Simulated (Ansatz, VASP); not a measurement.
# HfO2 in VASP and in Ansatz

INCAR

```
PREC = Accurate
ENCUT = 520
EDIFF = 1E-6
ISMEAR = 0
SIGMA = 0.01
LREAL = F
LASPH = T
NELM = 60
ALGO = Normal
ISIF = 2
LWAVE = F
LCHARG = F
GGA = PE
IVDW = 12
NBANDS = 18
```

Contents of KPOINTS:

```
regular mesh
0
Gamma
  6 6 6
```

POSCAR

```
HfO2
1.0
    0.0000000000      2.6158343289      2.6158343289
    2.6158343289      0.0000000000      2.6158343289
    2.6158343289      2.6158343289      0.0000000000
Hf O
1 2
Direct
    0.0000000000      0.0000000000      0.0000000000
    0.2500000000      0.2500000000      0.2500000000
    0.7500000000      0.7500000000      0.7500000000
```

Input for Ansatz:

```yaml
crystal:
  lattice:
    - [0.0, 2.615834328925935, 2.615834328925935]
    - [2.615834328925935, 0.0, 2.615834328925935]
    - [2.615834328925935, 2.615834328925935, 0.0]
  atoms:
    - { symbol: Hf, position: [0.0, 0.0, 0.0] }
    - { symbol: O, position: [0.25, 0.25, 0.25] }
    - { symbol: O, position: [0.75, 0.75, 0.75] }
basis:
  ecutwfc: 435.382179935808
kpoints:
  mp_grid:
    grid: [6, 6, 6]
hamiltonian:
  xc: pbe
  dispersion: d3bj
scf:
  occupations:
    method: fixed
output:
  stress: true
```

Alike in both runs: task single point; functional PBE; dispersion D3(BJ); k mesh 6 × 6 × 6; no spin polarisation.

|  | VASP | Ansatz |
| --- | --- | --- |
| version | VASP 6.6.1 | Ansatz 0.2.0 |
| potentials or method | VASP PAW PBE potentials, release 64 (Hf_pv, O), cutoff 520 eV | plane waves, PAW |
| occupations | gaussian, width 0.01 eV | fixed |
| valence electrons in the cell | 22 | 38 |

```tsv
	VASP	Ansatz	Ansatz less VASP
pressure (GPa)	-22.2	-19.4	+2.89
```

VASP's potentials hold 22 valence electrons a cell and Ansatz's 38, so a difference there can come from the potentials and not from the codes.

Spin-orbit coupling is off throughout.
